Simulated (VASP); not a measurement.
Mg, 1 atom in the cell. The structure is cubic, space group Fm-3m (No. 225). Conventional cell: a = 4.280 Å, b = 4.280 Å, c = 4.280 Å, α = 90.00°, β = 90.00°, γ = 90.00°. Within 4.0 Å of Mg (site symmetry m-3m) lie 12 Mg at 3.03 Å.  This cell differs from its parent crystal: volume scaled by 0.9, level accurate.

- Program: VASP 6.6.1
- Task: single point
- Functional: LDA
- Potentials or basis: VASP PAW LDA potentials, release 64 (Mg)
- Cutoff: 520 eV
- k mesh: 16 × 16 × 16
- Occupations: fermi-dirac, width 0.05 eV
- Spin: no spin polarisation
- Dipole correction: no
- Further INCAR settings: ALGO = Normal; EDIFF = 1e-07; NBANDS = 7

Potentials or basis: VASP PAW LDA potentials, release 64 (Mg).

Run with:

```console
$ cat potpaw_LDA.64/Mg/POTCAR > POTCAR
$ mpirun -np 1 vasp_std > vasp.out
```

Hardware: 1 thread of Intel Xeon 8259CL, on a shared host.

How long does it take, and how much memory?

It took 17 s on 1 thread of Intel Xeon 8259CL, on a shared host, peak memory 0.14 GiB. Counts: scf iterations 10, k points 145.
